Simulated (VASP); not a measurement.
# Na4Ti2Si3O12 (R-3c) in VASP: electric field gradients with PBE

Aim: the electric field gradients of Na4Ti2Si3O12 with PBE.

All numbers are computed with VASP 6.6.1; they aren't measurements. Logs are shortened: lines on timing, memory, paths and dates and some standing lists are left out, and cuts for length are marked.

**1. The cell of the first run**

The structure is trigonal, space group R-3c (No. 167). The conventional cell has a = 9.000 Å, b = 9.000 Å, c = 21.861 Å, α = 90.00°, β = 90.00°, γ = 120.00°. Within 3.2 Å of Na (site symmetry 2) lie 8 O at 2.43 to 2.98 Å and 3 Si at 3.05 Å and 2 Ti at 3.16 Å. Na (site symmetry -3) has 6 O at 2.47 Å and 2 Ti at 3.20 Å within 3.3 Å. Within 2.5 Å of Ti (site symmetry 3) lie 6 O at 1.90 to 2.05 Å. Within 2.2 Å of Si (site symmetry 2) lie 4 O at 1.63 to 1.65 Å. Within 2.2 Å of O (site symmetry 1) lie 1 Si at 1.65 Å and 1 Ti at 1.90 Å. O (site symmetry 1) has 1 Si at 1.63 Å and 1 Ti at 2.05 Å within 2.2 Å.

**2. Electric field gradients, PBE**

Contents of INCAR:

```
SYSTEM = Na4Ti2Si3O12
PREC = Accurate
ENCUT = 520
EDIFF = 1E-8
ISMEAR = -1
SIGMA = 0.02
LREAL = Auto
LASPH = .True.
NELM = 100
ALGO = Normal
ISIF = 2
LWAVE = .False.
LCHARG = .False.
GGA = PE
LEFG = .True.
NBANDS = 163
```

Contents of KPOINTS:

```
Automatic mesh
0
Gamma
  3 3 3
  0 0 0
```

Contents of POSCAR:

```
Na4Ti2Si3O12
1.0
    4.4998478434      2.5979883637      7.2869740767
   -4.4998478434      2.5979883637      7.2869740767
    0.0000000000     -5.1959767274      7.2869740767
Na Ti Si O
8 4 6 24
Direct
    0.8776651400      0.6223348600      0.2500000000
    0.6223348600      0.2500000000      0.8776651400
    0.2500000000      0.8776651400      0.6223348600
    0.3776651400      0.7500000000      0.1223348600
    0.7500000000      0.1223348600      0.3776651400
    0.1223348600      0.3776651400      0.7500000000
    0.5000000000      0.5000000000      0.5000000000
    0.0000000000      0.0000000000      0.0000000000
    0.3534872200      0.3534872200      0.3534872200
    0.8534872200      0.8534872200      0.8534872200
    0.6465127800      0.6465127800      0.6465127800
    0.1465127800      0.1465127800      0.1465127800
    0.5389741000      0.9610259000      0.2500000000
    0.9610259000      0.2500000000      0.5389741000
    0.2500000000      0.5389741000      0.9610259000
    0.0389741000      0.7500000000      0.4610259000
    0.7500000000      0.4610259000      0.0389741000
    0.4610259000      0.0389741000      0.7500000000
    0.5062759100      0.1430178600      0.2810661400
    0.1430178600      0.2810661400      0.5062759100
    0.2810661400      0.5062759100      0.1430178600
    0.0062759100      0.7810661400      0.6430178600
    0.7810661400      0.6430178600      0.0062759100
    0.6430178600      0.0062759100      0.7810661400
    0.4937240900      0.8569821400      0.7189338600
    0.8569821400      0.7189338600      0.4937240900
    0.7189338600      0.4937240900      0.8569821400
    0.9937240900      0.2189338600      0.3569821400
    0.2189338600      0.3569821400      0.9937240900
    0.3569821400      0.9937240900      0.2189338600
    0.4399871500      0.2249408400      0.5745301100
    0.2249408400      0.5745301100      0.4399871500
    0.5745301100      0.4399871500      0.2249408400
    0.9399871500      0.0745301100      0.7249408400
    0.0745301100      0.7249408400      0.9399871500
    0.7249408400      0.9399871500      0.0745301100
    0.5600128500      0.7750591600      0.4254698900
    0.7750591600      0.4254698900      0.5600128500
    0.4254698900      0.5600128500      0.7750591600
    0.0600128500      0.9254698900      0.2750591600
    0.9254698900      0.2750591600      0.0600128500
    0.2750591600      0.0600128500      0.9254698900
```

Potentials or basis: VASP PAW PBE potentials, release 64 (Na_pv, Ti_sv, Si, O).

Run with:

```
$ cat potpaw_PBE.64/Na_pv/POTCAR potpaw_PBE.64/Ti_sv/POTCAR potpaw_PBE.64/Si/POTCAR potpaw_PBE.64/O/POTCAR > POTCAR
$ mpirun -np 1 vasp_std > vasp.out
```

OUTCAR:

```text
SYSTEM = Na4Ti2Si3O12
   PREC = Accurate
   ENCUT = 520
   EDIFF = 1E-8
   ISMEAR = -1
   LREAL = Auto
   LASPH = .True.
   NELM = 100
   ISIF = 2
   GGA = PE

 ion  position               nearest neighbor table
   1  0.878  0.622  0.250-
   2  0.622  0.250  0.878-
   3  0.250  0.878  0.622-
   4  0.378  0.750  0.122-
   5  0.750  0.122  0.378-
   6  0.122  0.378  0.750-
   7  0.500  0.500  0.500-
   8  0.000  0.000  0.000-
   9  0.353  0.353  0.353-  19 1.90  21 1.90  20 1.90  32 2.05  31 2.05  33 2.05
  10  0.853  0.853  0.853-  24 1.90  22 1.90  23 1.90  35 2.05  36 2.05  34 2.05
  11  0.647  0.647  0.647-  25 1.90  27 1.90  26 1.90  38 2.05  37 2.05  39 2.05
  12  0.147  0.147  0.147-  30 1.90  28 1.90  29 1.90  41 2.05  42 2.05  40 2.05
  13  0.539  0.961  0.250-  36 1.63  37 1.63  19 1.65  30 1.65
  14  0.961  0.250  0.539-  38 1.63  34 1.63  20 1.65  28 1.65
  15  0.250  0.539  0.961-  35 1.63  39 1.63  29 1.65  21 1.65
  16  0.039  0.750  0.461-  32 1.63  40 1.63  26 1.65  22 1.65
  17  0.750  0.461  0.039-  41 1.63  33 1.63  23 1.65  27 1.65
[... 23 lines left out ...]
  41  0.925  0.275  0.060-  17 1.63  12 2.05
  42  0.275  0.060  0.925-  18 1.63  12 2.05

  LATTYP: Found a trigonal (rhomboedric) cell.
 ALAT       =     8.9497578373
 COS(alpha) =     0.4944046340

  Lattice vectors:

 A1 = (   4.4998478434,   2.5979883637,   7.2869740767)
 A2 = (  -4.4998478434,   2.5979883637,   7.2869740767)
 A3 = (   0.0000000000,  -5.1959767274,   7.2869740767)

Analysis of symmetry for initial positions (statically):
=====================================================================
 Subroutine PRICEL returns:
 Original cell was already a primitive cell.

 Routine SETGRP: Setting up the symmetry group for a
 trigonal (rhombohedral) supercell.

 Subroutine GETGRP returns: Found 12 space group operations
 (whereof  6 operations were pure point group operations)
 out of a pool of 12 trial point group operations.

The static configuration has the point symmetry S_6 .
 The point group associated with its full space group is D_3d.

Analysis of symmetry for dynamics (positions and initial velocities):
=====================================================================
 Subroutine PRICEL returns:
 Original cell was already a primitive cell.

 Routine SETGRP: Setting up the symmetry group for a
 trigonal (rhombohedral) supercell.

 Subroutine GETGRP returns: Found 12 space group operations
 (whereof  6 operations were pure point group operations)
 out of a pool of 12 trial point group operations.

The dynamic configuration has the point symmetry S_6 .
 The point group associated with its full space group is D_3d.

 Subroutine INISYM returns: Found 12 space group operations
 (whereof  6 operations are pure point group operations),
 and found     1 'primitive' translations

----------------------------------------------------------------------------------------

                                     Primitive cell

  volume of cell :     511.1325

  direct lattice vectors                    reciprocal lattice vectors
     4.499847843  2.597988364  7.286974077     0.111114868  0.064152199  0.045743724
    -4.499847843  2.597988364  7.286974077    -0.111114868  0.064152199  0.045743724
     0.000000000 -5.195976727  7.286974077     0.000000000 -0.128304398  0.045743724

  length of vectors
     8.949757837  8.949757837  8.949757837     0.136214929  0.136214929  0.136214929

  position of ions in fractional coordinates (direct lattice)
     0.877665140  0.622334860  0.250000000
     0.622334860  0.250000000  0.877665140
[... 136 lines left out ...]
   ENCUT  =  520.0 eV  38.22 Ry    6.18 a.u.  16.64 16.64 16.64*2*pi/ulx,y,z
   NELM   =    100;   NELMIN=  2; NELMDL= -5     # of ELM steps
   EDIFF  = 0.1E-07   stopping-criterion for ELM
   LREAL  =      T    real-space projection
   EDIFFG = 0.1E-06   stopping-criterion for IOM
   NSW    =      0    number of steps for IOM
   IBRION =     -1    ionic relax: 0-MD 1-quasi-New 2-CG
   NFREE  =      0    steps in history (QN), initial steepest desc. (CG)
   ISIF   =      2    stress and relaxation
   ISYM   =      2    0-nonsym 1-usesym 2-fastsym
   POTIM  = 0.5000    time-step for ionic-motion
   TEBEG  =    0.0;   TEEND  =   0.0 temperature during run
   PSTRESS=    0.0 pullay stress
   NELECT =     272.0000    total number of electrons
   NUPDOWN=      -1.0000    fix difference up-down
   EMIN   =  10.00;   EMAX   =-10.00  energy-range for DOS
   EFERMI =   0.00;   METHOD = LEGACY
   ISMEAR =    -1;   SIGMA  =   0.02  broadening in eV -4-tet -1-fermi 0-gaus
   EFERMI_NEDOS =   21; number of points for ismear=-14 and -15
   IALGO  =     38    algorithm
   IMIX   =      4    mixing-type and parameters
     AMIX     =   0.40;   BMIX     =  1.00
     AMIX_MAG =   1.60;   BMIX_MAG =  1.00
  volume/ion in A,a.u.               =      12.17        82.13
  Fermi-wavevector in a.u.,A,eV,Ry     =   1.326641  2.506987 23.945919  1.759975
  Thomas-Fermi vector in A             =   2.456012
   LORBIT       =      0    0 simple, 1 ext, 2 COOP (PROOUT), +10 PAW based schemes
   GGA     = PE    functional components
   LHFCALC =     F    Hartree Fock is set to
   AEXX    =    0.0000 exact exchange contribution
   IVDW    =     0    specifies the selected vdW correction
   LEPSILON=     F    determine dielectric tensor
   LRPA    =     F    only Hartree local field effects (RPA)
 non-spin polarized calculation
  energy-cutoff  :      520.00
  volume of cell :      511.13
 maximum number of plane-waves:     13774
 NGX is ok and might be reduce to    70
   NGX = 33   NGY = 33   NGZ = 33

 number of electron     271.9999981 magnetization

 Free energy of the ion-electron system (eV)
  ---------------------------------------------------
  ext. energy  EPLUGINS =         0.00000000
  ---------------------------------------------------
  free energy    TOTEN  =      -303.97405685 eV

  energy without entropy =     -303.97405685  energy(sigma->0) =     -303.97405685

 E-fermi :   2.7153     XC(G=0):  -9.7626

 val. band max:        2.1681018272   @ k =   0.0000   0.0000   0.0000
 cond. band min:       5.0541974280   @ k =   0.0000   0.0000   0.0000
 fundamental gap:      2.8860956008
 Fermi energy:         2.7152600686

 k-point     1 :       0.0000    0.0000    0.0000
  band No.  band energies     occupation
      1     -54.5975      2.00000
      2     -54.5975      2.00000
      3     -54.5975      2.00000
      4     -54.5975      2.00000
      5     -30.8309      2.00000
      6     -30.8306      2.00000
[... 895 lines left out ...]
    147       5.5437      0.00000
    148       5.6090      0.00000
 [bands above 148 left out]

------------------------ aborting loop because EDIFF is reached ----------------------------------------

  FORCE on cell =-STRESS in cart. coord.  units (eV):
  Direction    XX          YY          ZZ          XY          YZ          ZX
  --------------------------------------------------------------------------------------
  -------------------------------------------------------------------------------------
  Total        1.3548298      1.3548298      0.5522883      0.0000000      0.0000000      0.0000000
  in kB        4.2468000      4.2468000      1.7311827      0.0000000      0.0000000      0.0000000
  external PRESSURE =       3.4082609 kB  Pullay stress =       0.0000000 kB

 VOLUME and BASIS-vectors are now :
 -----------------------------------------------------------------------------
  energy-cutoff  :      520.00
  volume of cell :      511.13
      direct lattice vectors                 reciprocal lattice vectors
     4.499847843  2.597988364  7.286974077     0.111114868  0.064152199  0.045743724
    -4.499847843  2.597988364  7.286974077    -0.111114868  0.064152199  0.045743724
     0.000000000 -5.195976727  7.286974077     0.000000000 -0.128304398  0.045743724

 POSITION                                       TOTAL-FORCE (eV/Angst)
 -----------------------------------------------------------------------------------
      1.14895      2.59799     12.75220        -0.020192      0.000000     -0.000000
      1.67545     -2.29401     12.75220         0.010096      0.017487      0.000000
     -2.82440     -0.30398     12.75220         0.010096     -0.017487      0.000000
     -1.67545      2.29401      9.10872        -0.010096     -0.017487      0.000000
      2.82440      0.30398      9.10872        -0.010096      0.017487      0.000000
     -1.14895     -2.59799      9.10872         0.020192      0.000000      0.000000
[... 34 lines left out ...]
      2.92675      2.80714      9.18554         0.195328     -0.006826     -0.034986
      0.96768     -3.93821      9.18554        -0.103576     -0.165746     -0.034986
 -----------------------------------------------------------------------------------
    total drift:                                0.000000     -0.000000     -0.000000

  FREE ENERGIE OF THE ION-ELECTRON SYSTEM (eV)
  ---------------------------------------------------
  free  energy   TOTEN  =      -303.9740568536 eV

  energy  without entropy=     -303.9740568536  energy(sigma->0) =     -303.97405685

 Electric field gradients (V/A^2)
---------------------------------------------------------------------
 ion       V_xx      V_yy      V_zz      V_xy      V_xz      V_yz
---------------------------------------------------------------------
   1       4.936   -13.965     9.029    -0.000    -0.000     5.574
   2      -9.240     0.211     9.029     8.185     4.827    -2.787
   3      -9.240     0.211     9.029    -8.185    -4.827    -2.787
   4      -9.240     0.211     9.029     8.185     4.827    -2.787
   5      -9.240     0.211     9.029    -8.185    -4.827    -2.787
   6       4.936   -13.965     9.029    -0.000     0.000     5.574
[... 34 lines left out ...]
  41      53.101   -29.431   -23.670    -8.713    13.952     2.109
  42      -1.253    24.923   -23.670    40.094    -5.149   -13.137
---------------------------------------------------------------------

 Electric field gradients after diagonalization (V/A^2)
 (convention: |V_zz| > |V_xx| > |V_yy|)
----------------------------------------------------------------------
 ion       V_xx      V_yy      V_zz     asymmetry (V_yy - V_xx)/ V_zz
----------------------------------------------------------------------
   1      10.309     4.936   -15.245       0.352
   2      10.309     4.936   -15.245       0.352
   3      10.309     4.936   -15.245       0.352
   4      10.309     4.936   -15.245       0.352
   5      10.309     4.936   -15.245       0.352
   6      10.309     4.936   -15.245       0.352
[... 34 lines left out ...]
  41     -32.289   -24.057    56.346       0.146
  42     -32.289   -24.057    56.346       0.146
----------------------------------------------------------------------

           NMR quadrupolar parameters

 Cq : quadrupolar parameter    Cq=e*Q*V_zz/h
 eta: asymmetry parameters     (V_yy - V_xx)/ V_zz
 Q  : nuclear electric quadrupole moment in mb (millibarn)
----------------------------------------------------------------------
 ion       Cq(MHz)       eta       Q (mb)
----------------------------------------------------------------------
   1      -0.037       0.352       1.000
   2      -0.037       0.352       1.000
   3      -0.037       0.352       1.000
   4      -0.037       0.352       1.000
   5      -0.037       0.352       1.000
   6      -0.037       0.352       1.000
[... 34 lines left out ...]
  41       0.136       0.146       1.000
  42       0.136       0.146       1.000
----------------------------------------------------------------------
```

It took 45 min on 1 thread of Intel Xeon Platinum 8488C (Sapphire Rapids), shared host; peak memory 0.88 GiB.

What came out:

```
Free energy            : -303.9741 eV
Pressure               : 0.3 GPa
Largest force          : 0.199 eV/Å
Band gap on the k mesh : 2.89 eV, direct
```

Forces in eV/Å, atoms in the order of the input:
```
Na  -0.020  0.000  0.000
Na   0.010  0.017  0.000
Na   0.010 -0.017  0.000
Na  -0.010 -0.017  0.000
Na  -0.010  0.017  0.000
Na   0.020  0.000  0.000
Na   0.000  0.000  0.000
Na   0.000  0.000  0.000
Ti   0.000  0.000 -0.034
Ti   0.000  0.000 -0.034
Ti   0.000  0.000  0.034
Ti   0.000  0.000  0.034
Si  -0.097  0.000  0.000
Si   0.048  0.084  0.000
Si   0.048 -0.084  0.000
Si  -0.048 -0.084  0.000
Si  -0.048  0.084  0.000
Si   0.097  0.000  0.000
O   -0.010 -0.087  0.036
O   -0.071  0.052  0.036
O    0.080  0.035  0.036
O   -0.080  0.035  0.036
O    0.071  0.052  0.036
O    0.010 -0.087  0.036
O    0.010  0.087 -0.036
O    0.071 -0.052 -0.036
O   -0.080 -0.035 -0.036
O    0.080 -0.035 -0.036
O   -0.071 -0.052 -0.036
O   -0.010  0.087 -0.036
O   -0.104  0.166  0.035
O    0.195  0.007  0.035
O   -0.092 -0.173  0.035
O    0.092 -0.173  0.035
O   -0.195  0.007  0.035
O    0.104  0.166  0.035
O    0.104 -0.166 -0.035
O   -0.195 -0.007 -0.035
O    0.092  0.173 -0.035
O   -0.092  0.173 -0.035
O    0.195 -0.007 -0.035
O   -0.104 -0.166 -0.035
```

Electric field gradients, principal values (V/Å²):
| atom | least | middle | greatest (by size) |
| --- | --- | --- | --- |
| 1 Na | 4.936 | 10.309 | -15.245 |
| 2 Na | 4.936 | 10.309 | -15.245 |
| 3 Na | 4.936 | 10.309 | -15.245 |
| 4 Na | 4.936 | 10.309 | -15.245 |
| 5 Na | 4.936 | 10.309 | -15.245 |
| 6 Na | 4.936 | 10.309 | -15.245 |
| 7 Na | 7.512 | 7.512 | -15.024 |
| 8 Na | 7.512 | 7.512 | -15.024 |
| 9 Ti | -7.527 | -7.527 | 15.054 |
| 10 Ti | -7.527 | -7.527 | 15.054 |
| 11 Ti | -7.527 | -7.527 | 15.054 |
| 12 Ti | -7.527 | -7.527 | 15.054 |
| 13 Si | -2.994 | -11.045 | 14.039 |
| 14 Si | -2.994 | -11.045 | 14.039 |
| 15 Si | -2.994 | -11.045 | 14.039 |
| 16 Si | -2.994 | -11.045 | 14.039 |
| 17 Si | -2.994 | -11.045 | 14.039 |
| 18 Si | -2.994 | -11.045 | 14.039 |
| 19 O | -24.499 | -29.299 | 53.797 |
| 20 O | -24.499 | -29.299 | 53.797 |
| 21 O | -24.499 | -29.299 | 53.797 |
| 22 O | -24.499 | -29.299 | 53.797 |
| 23 O | -24.499 | -29.299 | 53.797 |
| 24 O | -24.499 | -29.299 | 53.797 |
| 25 O | -24.499 | -29.299 | 53.797 |
| 26 O | -24.499 | -29.299 | 53.797 |
| 27 O | -24.499 | -29.299 | 53.797 |
| 28 O | -24.499 | -29.299 | 53.797 |
| 29 O | -24.499 | -29.299 | 53.797 |
| 30 O | -24.499 | -29.299 | 53.797 |
| 31 O | -24.057 | -32.289 | 56.346 |
| 32 O | -24.057 | -32.289 | 56.346 |
| 33 O | -24.057 | -32.289 | 56.346 |
| 34 O | -24.057 | -32.289 | 56.346 |
| 35 O | -24.057 | -32.289 | 56.346 |
| 36 O | -24.057 | -32.289 | 56.346 |
| 37 O | -24.057 | -32.289 | 56.346 |
| 38 O | -24.057 | -32.289 | 56.346 |
| 39 O | -24.057 | -32.289 | 56.346 |
| 40 O | -24.057 | -32.289 | 56.346 |
| 41 O | -24.057 | -32.289 | 56.346 |
| 42 O | -24.057 | -32.289 | 56.346 |

Caveat: without QUAD_EFG the Cq values of the log hold for a quadrupole moment of 1 mb, not for the nuclei. A k mesh can miss the band edges.
